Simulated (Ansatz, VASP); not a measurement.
# Two plane-wave programs on H6C2SO2

```
C H S O
1.0
     7.92641    0.00000    0.00000
     0.00000    7.92641    0.00000
     0.00000    0.00000    7.92641
C H S O
6 18 3 6
Direct
  0.56372 0.13500 0.98702
  0.63168 0.04538 0.83101
  0.58901 0.71585 0.47381
  0.66147 0.75084 0.29913
  0.10106 0.48227 0.55353
  0.10139 0.48688 0.36127
  0.63999 0.10622 0.09821
  0.56426 0.27183 0.97009
  0.43408 0.09661 0.01403
  0.55542 0.07416 0.71982
  0.76132 0.08377 0.80400
  0.63115 0.90855 0.84794
  0.47654 0.79207 0.49730
  0.55342 0.58334 0.48738
  0.68073 0.74494 0.57256
  0.77393 0.67461 0.27565
  0.56975 0.72175 0.20039
  0.69706 0.88335 0.28557
  0.10239 0.60958 0.60644
  0.98895 0.41805 0.60165
  0.21159 0.41559 0.60197
  0.10006 0.35957 0.30836
  0.99085 0.55356 0.31283
  0.21350 0.55110 0.31315
  0.08928 0.93839 0.55226
  0.39140 0.57572 0.91927
  0.07698 0.88844 0.99150
  0.16359 0.06235 0.66982
  0.14479 0.93457 0.37445
  0.32138 0.69356 0.79311
  0.33442 0.39836 0.92198
  0.89119 0.88110 0.97969
  0.16083 0.04956 0.03296
```

Alike in both runs: task relaxation of the atoms; functional PBE; dispersion D3(BJ); k mesh 1 × 1 × 1; occupations fermi-dirac, width 0.02 eV; no spin polarisation.

```csv
,VASP,Ansatz
version,VASP 6.6.1,Ansatz 0.2.0
potentials or method,"VASP PAW PBE potentials, release 64 (C, H, S, O), cutoff 520 eV","scalar-relativistic, plane waves, PAW"
valence electrons in the cell,96,96
```

|  | VASP | Ansatz | Ansatz less VASP |
| --- | --- | --- | --- |
| gap on the k mesh at the Fermi level, each at its own relaxed structure (eV) | 2.95 | 2.74 | -0.211 |

Ansatz's warnings: xc potential rough in thin density.
